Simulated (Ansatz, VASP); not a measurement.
## ZrAl5N6 in VASP and in Ansatz

The input INCAR:

```
SYSTEM = ZrAl5N6
ALGO = Normal
EDIFF = 1E-7
ENCUT = 520
GGA = PE
ISIF = 2
ISMEAR = 0
ISPIN = 2
LASPH = .TRUE.
LCHARG = .TRUE.
LELF = .TRUE.
LMAXMIX = 4
LORBIT = 11
LREAL = .FALSE.
LVHAR = .TRUE.
LWAVE = .FALSE.
MAGMOM = 1 0 0 0 0 0 0 0 0 0 0 0
NBANDS = 44
NELM = 150
PREC = Accurate
SIGMA = 0.1
```

The input KPOINTS:

```
k-points
0
G
  6 6 1
  0 0 0
```

POSCAR

```
ZrAl5N6
1.0
    2.9146840772      0.0000000000      0.0000000000
   -1.4573420386      2.5241904549      0.0000000000
    0.0000000000      0.0000000000     15.5529301144
Zr Al N
1 5 6
Direct
    0.3333333333      0.6666666667      0.5000000000
    0.3333333333      0.6666666667      0.8369103077
    0.3333333333      0.6666666667      0.1630896923
    0.6666666667      0.3333333333      0.0000000000
    0.6666666667      0.3333333333      0.3261043295
    0.6666666667      0.3333333333      0.6738956705
    0.0000000000      0.0000000000      0.7547140517
    0.0000000000      0.0000000000      0.0818667645
    0.0000000000      0.0000000000      0.4055255967
    0.0000000000      0.0000000000      0.9181332355
    0.0000000000      0.0000000000      0.2452859483
    0.0000000000      0.0000000000      0.5944744033
```

Input for Ansatz:

```yaml
crystal:
  lattice:
    - [2.9146840772, 0.0, 0.0]
    - [-1.4573420386, 2.5241904549, 0.0]
    - [0.0, 0.0, 15.5529301144]
  atoms:
    - { symbol: Zr, position: [0.3333333333, 0.6666666667, 0.5], spin: 1.0 }
    - { symbol: Al, position: [0.3333333333, 0.6666666667, 0.8369103077] }
    - { symbol: Al, position: [0.3333333333, 0.6666666667, 0.1630896923] }
    - { symbol: Al, position: [0.6666666667, 0.3333333333, 0.0] }
    - { symbol: Al, position: [0.6666666667, 0.3333333333, 0.3261043295] }
    - { symbol: Al, position: [0.6666666667, 0.3333333333, 0.6738956705] }
    - { symbol: "N", position: [0.0, 0.0, 0.7547140517] }
    - { symbol: "N", position: [0.0, 0.0, 0.0818667645] }
    - { symbol: "N", position: [0.0, 0.0, 0.4055255967] }
    - { symbol: "N", position: [0.0, 0.0, 0.9181332355] }
    - { symbol: "N", position: [0.0, 0.0, 0.2452859483] }
    - { symbol: "N", position: [0.0, 0.0, 0.5944744033] }
basis:
  ecutwfc: 420
kpoints:
  mp_grid: { grid: [6, 6, 1] }
hamiltonian:
  xc: pbe
scf:
  occupations: { method: gaussian, width: 0.1 }
  lower_state_search: "off"
output:
  forces: true
  stress: true
  eigenvalues: true
  populations: true
magnetization:
  spin_polarized: true
```

Alike in both runs: task single point; functional PBE; k mesh 6 × 6 × 1; occupations gaussian, width 0.1 eV; collinear spin.

```csv
,VASP,Ansatz
version,VASP 6.6.1,Ansatz 0.2.0
potentials or method,"VASP PAW PBE potentials, release 64 (Zr_sv, Al, N), cutoff 520 eV","scalar-relativistic, plane waves, PAW"
valence electrons in the cell,57,57
```

Ansatz gave:

```
gap on the k mesh at the Fermi level (eV)                     : none
pressure (GPa)                                                : 0.0
traceless stress, the component that is largest in VASP (GPa) : -0.02
rms of the force components (eV/Å)                            : 0.021
net moment per atom (μB)                                      : 0.03
size of the moment on the site where the two differ most (μB) : 0.08
```

Problem. Which values does VASP return?

Solution. gap on the k mesh at the Fermi level (eV): none; pressure (GPa): 0.2; traceless stress, the component that is largest in VASP (GPa): 0.83; rms of the force components (eV/Å): 0.053; net moment per atom (μB): 0.07; size of the moment on the site where the two differ most (μB): 0.47.

Site moments also hang on the region over which each program counts them. Atom by atom the forces differ by 0.041 eV/Å (rms over components). A gap of «none» marks a metal or a gap that the smearing closes.

The k mesh is coarse, so the values compare programs but aren't converged.
